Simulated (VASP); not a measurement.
Here is a VASP 6.6.1 calculation.

Contents of INCAR:

```
PREC = Accurate ; ENCUT = 520
EDIFF = 1E-6 ; ISMEAR = -1
SIGMA = 0.02 ; LREAL = F
LASPH = T ; NELM = 80
ALGO = Normal ; ISIF = 2
LWAVE = F ; LCHARG = T
GGA = PS ; LELF = T
LVHAR = T ; NBANDS = 9
```

The input KPOINTS:

```
regular mesh
0
Gamma
  8 8 8
```

The input POSCAR:

```
Te
1.0
    3.1477125170      0.0000000000      0.0000000000
    0.0000000000      3.1477125170      0.0000000000
    0.0000000000      0.0000000000      3.1477125170
Te
1
Direct
    0.0000000000      0.0000000000      0.0000000000
```

Potentials or basis: VASP PAW PBE potentials, release 64 (Te).

Run with:

```sh
$ cat potpaw_PBE.64/Te/POTCAR > POTCAR
$ mpirun -np 1 vasp_std > vasp.out
```

**Question.** Predict the pressure.

**Answer.** 0.6 GPa.

**Question.** Estimate the band gap on the k mesh.

**Answer.** Zero (band 3 reaches 9.66 eV, above the bottom of band 4 at 3.81 eV).

Caveat: the PAW data sets were made with another functional, which shifts forces and pressure a little; spin-orbit coupling is left out, which moves the levels of the heavy elements.
